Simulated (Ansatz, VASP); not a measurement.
## Li2S in VASP and in Ansatz

```
Li S
1.0
     0.00000    2.74991    2.74991
     2.74991    0.00000    2.74991
     2.74991    2.74991    0.00000
Li S
2 1
Direct
  0.25000 0.25000 0.25000
  0.75000 0.75000 0.75000
  0.00000 0.00000 0.00000
```

Alike in both runs: functional revPBE; dispersion D3(BJ); k mesh 6 × 6 × 6; no spin polarisation.

Ansatz relaxed the structure, and its values are those at the end. VASP's run is a single point on that final structure, the one shown.

|  | VASP | Ansatz |
| --- | --- | --- |
| version | VASP 6.6.1 | Ansatz 0.2.0 |
| potentials or method | VASP PAW PBE potentials, release 64 (Li_sv, S) | plane waves, PAW |
| plane-wave cutoff (eV) | 750 | 420 |
| occupations | gaussian, width 0.01 eV | fixed |
| valence electrons in the cell | 12 | 12 |

VASP gave:

| Property | Result |
| --- | --- |
| pressure (GPa) | -0.2 |

Which values does Ansatz return?

Pressure (GPa): 0.0.

VASP's potentials were made for PBE, not for revPBE.
